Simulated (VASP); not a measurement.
# AgCl (Fm-3m) in VASP: settings compared

Aim: see how the results for AgCl move with the level of theory and the settings. Levels: PBE+U, PBEsol. Tasks: single point.

All numbers are computed with VASP 6.6.1; they aren't measurements. Logs are shortened: lines on timing, memory, paths and dates and some standing lists are left out, and cuts for length are marked.

## (1) The cell of the first run

Symmetry: Fm-3m, No. 225, cubic system. Conventional cell: a = 5.545 Å, b = 5.545 Å, c = 5.545 Å, α = 90.00°, β = 90.00°, γ = 90.00°. Within 3.7 Å of Ag (site symmetry m-3m) lie 6 Cl at 2.77 Å. Cl (site symmetry m-3m) has 6 Ag at 2.77 Å within 3.7 Å.

## (2) Single point, PBE+U

The input, INCAR:

```
SYSTEM = AgCl
ALGO = Normal ; EDIFF = 1E-6
ENCUT = 500 ; GGA = PE
GGA_COMPAT = .FALSE. ; ISIF = 2
ISMEAR = 0 ; ISYM = 0
LASPH = .TRUE. ; LCHARG = .FALSE.
LDAU = .TRUE. ; LDAUJ = 0 0
LDAUL = 2 -1 ; LDAUPRINT = 1
LDAUTYPE = 2 ; LDAUU = 6.8 0
LMAXMIX = 4 ; LREAL = .FALSE.
LWAVE = .FALSE. ; NBANDS = 16
NELM = 200 ; PREC = Accurate
SIGMA = 0.1
```

The input, KPOINTS:

```
k-points
0
G
  4 1 1
  0 0 0
```

The input, POSCAR:

```
AgCl
1.0
    0.0000000000      2.7726629968      2.7726629968
    2.7726629968      0.0000000000      2.7726629968
    2.7726629968      2.7726629968      0.0000000000
Ag Cl
1 1
Direct
    0.0000000000      0.0000000000      0.0000000000
    0.5000000000      0.5000000000      0.5000000000
```

Potentials or basis: VASP PAW PBE potentials, release 64 (Ag, Cl).

Run with:

```sh
$ cat potpaw_PBE.64/Ag/POTCAR potpaw_PBE.64/Cl/POTCAR > POTCAR
$ mpirun -np 1 vasp_std > vasp.out
```

OUTCAR:

```text
SYSTEM = AgCl
   EDIFF = 1E-6
   ENCUT = 500
   GGA = PE
   ISIF = 2
   ISMEAR = 0
   ISYM = 0
   LASPH = .TRUE.
   LREAL = .FALSE.
   NELM = 200
   PREC = Accurate

 ion  position               nearest neighbor table
   1  0.000  0.000  0.000-   2 2.77   2 2.77   2 2.77   2 2.77   2 2.77   2 2.77
   2  0.500  0.500  0.500-   1 2.77   1 2.77   1 2.77   1 2.77   1 2.77   1 2.77

IMPORTANT INFORMATION: All symmetrisations will be switched off!
NOSYMM: (Re-)initialisation of all symmetry stuff for point group C_1.

----------------------------------------------------------------------------------------

                                     Primitive cell

  volume of cell :      42.6306

  direct lattice vectors                    reciprocal lattice vectors
     0.000000000  2.772662997  2.772662997    -0.180332049  0.180332049  0.180332049
     2.772662997  0.000000000  2.772662997     0.180332049 -0.180332049  0.180332049
     2.772662997  2.772662997  0.000000000     0.180332049  0.180332049 -0.180332049

  length of vectors
     3.921137614  3.921137614  3.921137614     0.312344271  0.312344271  0.312344271

  position of ions in fractional coordinates (direct lattice)
     0.000000000  0.000000000  0.000000000
     0.500000000  0.500000000  0.500000000

  ion indices of the primitive-cell ions
   primitive index   ion index
                 1           1
                 2           2

----------------------------------------------------------------------------------------

 KPOINTS: k-points

Automatic generation of k-mesh.
 Grid dimensions read from file:
 generate k-points for:    4    1    1

 Generating k-lattice:

  Cartesian coordinates                     Fractional coordinates (reciprocal lattice)
    -0.045083012  0.045083012  0.045083012     0.250000000  0.000000000  0.000000000
     0.180332049 -0.180332049  0.180332049     0.000000000  1.000000000  0.000000000
     0.180332049  0.180332049 -0.180332049     0.000000000  0.000000000  1.000000000

  Length of vectors
     0.078086068  0.312344271  0.312344271

  Shift w.r.t. Gamma in fractional coordinates (k-lattice)
     0.000000000  0.000000000  0.000000000

 -----------------------------------------------------------------------------
|                                                                             |
|           W    W    AA    RRRRR   N    N  II  N    N   GGGG   !!!           |
|           W    W   A  A   R    R  NN   N  II  NN   N  G    G  !!!           |
|           W    W  A    A  R    R  N N  N  II  N N  N  G       !!!           |
|           W WW W  AAAAAA  RRRRR   N  N N  II  N  N N  G  GGG   !            |
|           WW  WW  A    A  R   R   N   NN  II  N   NN  G    G                |
|           W    W  A    A  R    R  N    N  II  N    N   GGGG   !!!           |
|                                                                             |
|     Your reciprocal lattice and k-lattice belong to different lattice       |
|     classes:                                                                |
|                                                                             |
|        The reciprocal lattice is body-centered cubic,                       |
|        whereas your k-lattice is rhombohedral (trigonal).                   |
|                                                                             |
|     Results are often still useful ...                                      |
|                                                                             |
 -----------------------------------------------------------------------------

 WARNING: IBZKPT: internal override: KBLOWUP is changed to .FALSE.
      ... skipping the blow-up phase ...

 Subroutine IBZKPT returns following result:
 ===========================================

 Found      3 irreducible k-points:

 Following reciprocal coordinates:
            Coordinates               Weight
  0.000000  0.000000  0.000000      1.000000
  0.250000  0.000000  0.000000      2.000000
  0.500000  0.000000  0.000000      1.000000
   k-points           NKPTS =      3   k-points in BZ     NKDIM =      3   number of bands    NBANDS=     16
   number of dos      NEDOS =    301   number of ions     NIONS =      2
   total plane-waves  NPLWV =  27000
   dimension x,y,z NGX =    30 NGY =   30 NGZ =   30
   dimension x,y,z NGXF=    60 NGYF=   60 NGZF=   60
   ions per type =               1   1
   NGX,Y,Z   is equivalent  to a cutoff of  12.72, 12.72, 12.72 a.u.
   NGXF,Y,Z  is equivalent  to a cutoff of  25.44, 25.44, 25.44 a.u.
 SYSTEM =  AgCl
   PREC   = accura    normal or accurate (medium, high low for compatibility)
   ISTART =      0    job   : 0-new  1-cont  2-samecut
   ICHARG =      2    charge: 1-file 2-atom 10-const
   ISPIN  =      1    spin polarized calculation?
   LNONCOLLINEAR =      F non collinear calculations
   LSORBIT =      F    spin-orbit coupling
   LASPH  =      T    aspherical Exc in radial PAW
   ENCUT  =  500.0 eV  36.75 Ry    6.06 a.u.   7.15  7.15  7.15*2*pi/ulx,y,z
   NELM   =    200;   NELMIN=  2; NELMDL= -5     # of ELM steps
   EDIFF  = 0.1E-05   stopping-criterion for ELM
   LREAL  =      F    real-space projection
   EDIFFG = 0.1E-04   stopping-criterion for IOM
   NSW    =      0    number of steps for IOM
   IBRION =     -1    ionic relax: 0-MD 1-quasi-New 2-CG
   NFREE  =      0    steps in history (QN), initial steepest desc. (CG)
   ISIF   =      2    stress and relaxation
   ISYM   =      0    0-nonsym 1-usesym 2-fastsym
   POTIM  = 0.5000    time-step for ionic-motion
   TEBEG  =    0.0;   TEEND  =   0.0 temperature during run
   PSTRESS=    0.0 pullay stress
   NELECT =      18.0000    total number of electrons
   NUPDOWN=      -1.0000    fix difference up-down
   EMIN   =  10.00;   EMAX   =-10.00  energy-range for DOS
   EFERMI =   0.00;   METHOD = LEGACY
   ISMEAR =     0;   SIGMA  =   0.10  broadening in eV -4-tet -1-fermi 0-gaus
   EFERMI_NEDOS =   21; number of points for ismear=-14 and -15
   IALGO  =     38    algorithm
   IMIX   =      4    mixing-type and parameters
     AMIX     =   0.40;   BMIX     =  1.00
     AMIX_MAG =   1.60;   BMIX_MAG =  1.00
  volume/ion in A,a.u.               =      21.32       143.84
  Fermi-wavevector in a.u.,A,eV,Ry     =   1.228170  2.320905 20.523058  1.508402
  Thomas-Fermi vector in A             =   2.363106
   LORBIT       =      0    0 simple, 1 ext, 2 COOP (PROOUT), +10 PAW based schemes
 LDA+U is selected, type is set to LDAUTYPE =  2
   angular momentum for each species LDAUL =     2   -1
   U (eV)           for each species LDAUU =   6.8  0.0
   J (eV)           for each species LDAUJ =   0.0  0.0
   GGA     = PE    functional components
   LHFCALC =     F    Hartree Fock is set to
   AEXX    =    0.0000 exact exchange contribution
   IVDW    =     0    specifies the selected vdW correction
   LEPSILON=     F    determine dielectric tensor
   LRPA    =     F    only Hartree local field effects (RPA)
 non-spin polarized calculation
 Gauss-broadening in eV      SIGMA  =   0.10
  energy-cutoff  :      500.00
  volume of cell :       42.63
 maximum number of plane-waves:      1083
 NGX is ok and might be reduce to    30
   NGX = 15   NGY = 15   NGZ = 15

atom =   1  type =  1  l = 2

 onsite density matrix

spin component  1

  0.9586  0.0007 -0.0012 -0.0007  0.0000
  0.0007  0.9586 -0.0006  0.0007  0.0011
 -0.0012 -0.0006  0.9779  0.0006 -0.0000
 -0.0007  0.0007  0.0006  0.9586  0.0011
  0.0000  0.0011 -0.0000  0.0011  0.9779

spin component  2

  0.9586  0.0007 -0.0012 -0.0007  0.0000
  0.0007  0.9586 -0.0006  0.0007  0.0011
 -0.0012 -0.0006  0.9779  0.0006 -0.0000
 -0.0007  0.0007  0.0006  0.9586  0.0011
  0.0000  0.0011 -0.0000  0.0011  0.9779

 occupancies and eigenvectors

  o =  0.9573  v = -0.5773  0.5774  0.0000 -0.5773 -0.0000  0.0000  0.0000  0.0000  0.0000  0.0000      0.0000  0.0000  0.0000  0.0000  0.0000  0.0000  0.0000  0.0000  0.0000  0.0000
  o =  0.9573  v =  0.0000  0.0000  0.0000  0.0000  0.0000 -0.5773  0.5774  0.0000 -0.5773 -0.0000      0.0000  0.0000  0.0000  0.0000  0.0000  0.0000  0.0000  0.0000  0.0000  0.0000
  o =  0.9591  v = -0.6898  0.0291 -0.0685  0.7189 -0.0429  0.0000  0.0000  0.0000  0.0000  0.0000      0.0000  0.0000  0.0000  0.0000  0.0000  0.0000  0.0000  0.0000  0.0000  0.0000
  o =  0.9591  v =  0.0000  0.0000  0.0000  0.0000  0.0000 -0.6898  0.0291 -0.0685  0.7189 -0.0429      0.0000  0.0000  0.0000  0.0000  0.0000  0.0000  0.0000  0.0000  0.0000  0.0000
  o =  0.9591  v =  0.0000  0.0000  0.0000  0.0000  0.0000 -0.4319 -0.8133 -0.0429 -0.3815  0.0685      0.0000  0.0000  0.0000  0.0000  0.0000  0.0000  0.0000  0.0000  0.0000  0.0000
  o =  0.9591  v = -0.4319 -0.8133 -0.0429 -0.3815  0.0685  0.0000  0.0000  0.0000  0.0000  0.0000      0.0000  0.0000  0.0000  0.0000  0.0000  0.0000  0.0000  0.0000  0.0000  0.0000
  o =  0.9780  v = -0.0606 -0.0077  0.9156  0.0529  0.3940  0.0000  0.0000  0.0000  0.0000  0.0000      0.0000  0.0000  0.0000  0.0000  0.0000  0.0000  0.0000  0.0000  0.0000  0.0000
  o =  0.9780  v =  0.0000  0.0000  0.0000  0.0000  0.0000 -0.0606 -0.0077  0.9156  0.0529  0.3940      0.0000  0.0000  0.0000  0.0000  0.0000  0.0000  0.0000  0.0000  0.0000  0.0000
  o =  0.9780  v =  0.0000  0.0000  0.0000  0.0000  0.0000  0.0261  0.0655 -0.3940  0.0394  0.9156      0.0000  0.0000  0.0000  0.0000  0.0000  0.0000  0.0000  0.0000  0.0000  0.0000
  o =  0.9780  v =  0.0261  0.0655 -0.3940  0.0394  0.9156  0.0000  0.0000  0.0000  0.0000  0.0000      0.0000  0.0000  0.0000  0.0000  0.0000  0.0000  0.0000  0.0000  0.0000  0.0000

 number of electron      18.0000005 magnetization

 Free energy of the ion-electron system (eV)
  ---------------------------------------------------
  ext. energy  EPLUGINS =         0.00000000
  ---------------------------------------------------
  free energy    TOTEN  =        -2.13793139 eV

  energy without entropy =       -2.13793139  energy(sigma->0) =       -2.13793139

 E-fermi :   3.7656     XC(G=0):  -9.6717

 val. band max:        3.2350614032   @ k =   0.5000   0.0000   0.0000
 cond. band min:       5.0797488089   @ k =   0.0000   0.0000   0.0000
 fundamental gap:      1.8446874058
 Fermi energy:         3.7655863716

 k-point     1 :       0.0000    0.0000    0.0000
  band No.  band energies     occupation
      1     -10.6069      2.00000
      2      -1.5383      2.00000
      3      -1.5383      2.00000
      4      -1.4676      2.00000
      5      -1.4386      2.00000
      6      -1.4386      2.00000
[... 8 lines left out ...]
     15      17.2059      0.00000
     16      17.2059      0.00000

 k-point     2 :       0.2500    0.0000    0.0000
  band No.  band energies     occupation
      1     -10.3741      2.00000
      2      -1.8643      2.00000
      3      -1.8643      2.00000
      4      -1.6789      2.00000
      5      -1.3259      2.00000
      6      -1.3259      2.00000
[... 8 lines left out ...]
     15      15.9350      0.00000
     16      16.5196      0.00000

 k-point     3 :       0.5000    0.0000    0.0000
  band No.  band energies     occupation
      1     -10.1168      2.00000
      2      -2.1427      2.00000
      3      -2.1427      2.00000
      4      -2.1148      2.00000
      5      -1.1987      2.00000
      6      -1.1987      2.00000
[... 8 lines left out ...]
     15      17.9224      0.00000
     16      17.9224      0.00000

------------------------ aborting loop because EDIFF is reached ----------------------------------------

  FORCE on cell =-STRESS in cart. coord.  units (eV):
  Direction    XX          YY          ZZ          XY          YZ          ZX
  --------------------------------------------------------------------------------------
  -------------------------------------------------------------------------------------
  Total        1.9548034      1.9547531      1.9547659     -0.2270302      0.2270270     -0.2270340
  in kB       73.4670186     73.4651267     73.4656074     -8.5324326      8.5323127     -8.5325783
  external PRESSURE =      73.4659175 kB  Pullay stress =       0.0000000 kB

 VOLUME and BASIS-vectors are now :
 -----------------------------------------------------------------------------
  energy-cutoff  :      500.00
  volume of cell :       42.63
      direct lattice vectors                 reciprocal lattice vectors
     0.000000000  2.772662997  2.772662997    -0.180332049  0.180332049  0.180332049
     2.772662997  0.000000000  2.772662997     0.180332049 -0.180332049  0.180332049
     2.772662997  2.772662997  0.000000000     0.180332049  0.180332049 -0.180332049

 POSITION                                       TOTAL-FORCE (eV/Angst)
 -----------------------------------------------------------------------------------
      0.00000      0.00000      0.00000        -0.000001      0.000001     -0.000001
      2.77266      2.77266      2.77266         0.000001     -0.000001      0.000001
 -----------------------------------------------------------------------------------
    total drift:                               -0.000005     -0.000001      0.000000

  FREE ENERGIE OF THE ION-ELECTRON SYSTEM (eV)
  ---------------------------------------------------
  free  energy   TOTEN  =        -2.1379313885 eV

  energy  without entropy=       -2.1379313885  energy(sigma->0) =       -2.13793139
```

Run time: 7.9 s. Hardware: 1 thread of Intel Xeon 8259CL, shared host; peak memory 0.16 GiB.

Results:

```
Free energy            : -2.1379 eV
Pressure               : 7.3 GPa
Band gap on the k mesh : 1.84 eV, indirect (least direct gap 2.85 eV)
```

Eigenvalues of the final occupation matrices:
| site | spin | trace | eigenvalues |
| --- | --- | --- | --- |
| site 1 d | 1 | 4.83 | 0.96 0.96 0.96 0.98 0.98 |
| site 1 d | 2 | 4.83 | 0.96 0.96 0.96 0.98 0.98 |

Caveat: the k points lie up to 1.96 Å⁻¹ apart.

## (3) Single point, PBEsol

The input, INCAR:

```
PREC = Accurate
ENCUT = 500
EDIFF = 1E-6
ISMEAR = 0
SIGMA = 0.1
LREAL = F
LASPH = T
NELM = 120
ALGO = Normal
ISIF = 2
LWAVE = F
LCHARG = F
GGA = PS
NBANDS = 16
ISYM = 0
GGA_COMPAT = F
```

The input, KPOINTS:

```
Automatic mesh
0
Gamma
  3 3 1
  0.25 0.25 0.25
```

POSCAR is that of step 2.

Potentials or basis: VASP PAW PBE potentials, release 64 (Ag, Cl).

Run with:

```sh
$ cat potpaw_PBE.64/Ag/POTCAR potpaw_PBE.64/Cl/POTCAR > POTCAR
$ mpirun -np 1 vasp_std > vasp.out
```

Wall time 13 s (1 thread of Intel Xeon 8259CL, shared host); peak memory 0.16 GiB.

The run converged, but its numbers aren't listed here, since they failed a check.

Caveat: the k points lie up to 1.96 Å⁻¹ apart; the PAW data sets were made with another functional, which shifts forces and pressure a little.

## (4) Single point, PBE+U

The input, INCAR:

```
SYSTEM = AgCl
PREC = Accurate
ENCUT = 500
EDIFF = 1E-6
ISMEAR = 0
SIGMA = 0.1
LREAL = .False.
LASPH = .True.
NELM = 200
ALGO = Normal
ISIF = 2
LWAVE = .False.
LCHARG = .True.
LMAXMIX = 4
LDAU = .True.
LDAUTYPE = 2
LDAUL = 2 -1
LDAUU = 1.7 0
LDAUJ = 0 0
LDAUPRINT = 1
GGA = PE
LELF = .True.
LVHAR = .True.
ISYM = 0
NBANDS = 16
GGA_COMPAT = .False.
```

The input, KPOINTS:

```
regular mesh
0
Gamma
  2 1 2
  0 0 0
```

POSCAR is that of step 3.

Run with:

```sh
$ cat potpaw_PBE.64/Ag/POTCAR potpaw_PBE.64/Cl/POTCAR > POTCAR
$ mpirun -np 1 vasp_std > vasp.out
```

Run time: 10 s. Hardware: 1 thread of Intel Xeon 8259CL, shared host; peak memory 0.16 GiB.

It converged, with:

* Free energy: -3.8021 eV
* Pressure: 7.7 GPa
* Band gap on the k mesh: 1.13 eV, indirect (least direct gap 2.87 eV)

Levels at points of the mesh, in eV from the valence-band top:
| k point | band 7 | band 8 | band 9 | band 10 | band 11 | band 12 |
| --- | --- | --- | --- | --- | --- | --- |
| (0.00, 0.00, 0.00) | -1.86 | -1.85 | -1.74 | 1.13 | 10.91 | 10.94 |
| (0.50, 0.00, 0.00) | -2.28 | -0.05 | 0.00 | 4.49 | 6.80 | 7.82 |
| (0.00, 0.00, 0.50) | -2.28 | -0.05 | 0.00 | 4.49 | 6.80 | 7.82 |
| (0.50, 0.00, 0.50) | -2.63 | -2.54 | -2.51 | 2.49 | 8.14 | 8.98 |

Eigenvalues of the final occupation matrices:
| site | spin | trace | eigenvalues |
| --- | --- | --- | --- |
| site 1 d | 1 | 4.75 | 0.93 0.95 0.95 0.96 0.97 |
| site 1 d | 2 | 4.75 | 0.93 0.95 0.95 0.96 0.97 |

Caveat: the k points lie up to 1.96 Å⁻¹ apart. A k mesh can miss the band edges.

## (5) Single point, PBE+U

The input, INCAR:

```
PREC = Accurate ; ENCUT = 500
EDIFF = 1E-6 ; ISMEAR = 0
SIGMA = 0.01 ; LREAL = False
LASPH = True ; NELM = 200
ALGO = Normal ; ISIF = 2
LWAVE = False ; LCHARG = False
LMAXMIX = 4 ; LDAU = True
LDAUTYPE = 2 ; LDAUL = 2 -1
LDAUU = 4 0 ; LDAUJ = 0 0
LDAUPRINT = 1 ; GGA = PE
NBANDS = 16 ; GGA_COMPAT = False
```

The input, KPOINTS:

```
regular mesh
0
Gamma
  2 2 2
```

POSCAR is that of step 4.

Run with:

```sh
$ cat potpaw_PBE.64/Ag/POTCAR potpaw_PBE.64/Cl/POTCAR > POTCAR
$ mpirun -np 1 vasp_std > vasp.out
```

Run time: 8.1 s. Hardware: 1 thread of Intel Xeon 8259CL, shared host; peak memory 0.16 GiB.

It converged, with:

```yaml
Free_energy: -3.7788 eV
Pressure: 6.3 GPa
Band_gap_on_the_k_mesh: 1.62 eV, indirect (least direct gap 3.16 eV)
```

Levels at points of the mesh, in eV from the valence-band top:
```csv
k point,band 6,band 7,band 8,band 9,band 10,band 11,band 12,band 13
"(0.00, 0.00, 0.00)",-3.30,-1.54,-1.54,-1.54,1.62,11.23,11.23,11.23
"(0.50, 0.00, 0.00)",-2.99,-2.36,0.00,0.00,4.91,7.29,8.33,8.33
"(0.50, 0.50, 0.00)",-2.88,-2.82,-2.30,-2.30,3.05,8.35,9.39,12.23
```

Eigenvalues of the final occupation matrices:
```tsv
site	spin	trace	eigenvalues
site 1 d	1	4.80	0.95 0.95 0.95 0.97 0.97
site 1 d	2	4.80	0.95 0.95 0.95 0.97 0.97
```

Caveat: the k points lie up to 0.98 Å⁻¹ apart. A k mesh can miss the band edges.

## (6) Single point, PBEsol

The input, INCAR:

```
PREC     = Accurate       # precision mode
ENCUT    = 500            # plane-wave cutoff, eV
EDIFF    = 1E-6           # SCF threshold, eV
ISMEAR   = 0              # smearing method
SIGMA    = 0.1            # smearing width, eV
LREAL    = False          # projectors in reciprocal space
LASPH    = True           # aspherical terms in the spheres
NELM     = 120            # most SCF steps
ALGO     = Normal         # electronic algorithm
ISIF     = 2              # what is computed and relaxed
LWAVE    = False          # write WAVECAR
LCHARG   = False          # write CHGCAR
GGA      = PS             # functional
NBANDS   = 16             # bands
GGA_COMPAT= False
```

The input, KPOINTS:

```
regular mesh
0
Gamma
  4 4 4
```

POSCAR is that of step 5.

Potentials or basis: VASP PAW PBE potentials, release 64 (Ag, Cl).

Run with:

```sh
$ cat potpaw_PBE.64/Ag/POTCAR potpaw_PBE.64/Cl/POTCAR > POTCAR
$ mpirun -np 1 vasp_std > vasp.out
```

Run time: 12 s. Hardware: 1 thread of Intel Xeon 8259CL, shared host; peak memory 0.16 GiB.

The run converged. Its results:

```yaml
Free_energy: -6.0273 eV
Pressure: -2.5 GPa
Band_gap_on_the_k_mesh: 0.72 eV, indirect (least direct gap 3.06 eV)
```

Levels at points of the mesh, in eV from the valence-band top:
```tsv
k point	band 6	band 7	band 8	band 9	band 10	band 11	band 12	band 13
(0.00, 0.00, 0.00)	-2.44	-2.33	-2.33	-2.33	0.73	10.74	10.74	10.74
(0.50, 0.00, 0.00)	-2.11	-1.79	0.00	0.00	4.03	6.44	7.52	7.52
(0.50, 0.50, 0.00)	-2.25	-1.98	-1.98	-1.90	2.23	7.85	8.46	11.35
```

Caveat: the k points lie up to 0.49 Å⁻¹ apart; the PAW data sets were made with another functional, which shifts forces and pressure a little. A k mesh can miss the band edges.

## (7) Summary

| level | U | k mesh | smearing | gap on the mesh (eV) | pressure (GPa) |
| --- | --- | --- | --- | --- | --- |
| PBE+U | Ag d U = 6.8 eV | 4 × 1 × 1 | gaussian 0.1 eV | 1.84 | 7.3 |
| PBE+U | Ag d U = 1.7 eV | 2 × 1 × 2 | gaussian 0.1 eV | 1.13 | 7.7 |
| PBE+U | Ag d U = 4.0 eV | 2 × 2 × 2 | gaussian 0.01 eV | 1.62 | 6.3 |
| PBEsol | - | 4 × 4 × 4 | gaussian 0.1 eV | 0.72 | -2.5 |

Alike in all rows: task single point; potentials or basis VASP PAW PBE potentials, release 64 (Ag, Cl); no spin polarisation; cell as given; cutoff (eV) 500.

Caveats: all runs use coarse meshes; the PAW data sets were made with another functional, which shifts forces and pressure a little (some runs).

Total energies depend on the potentials used, so only differences within one code and one set of settings carry meaning.
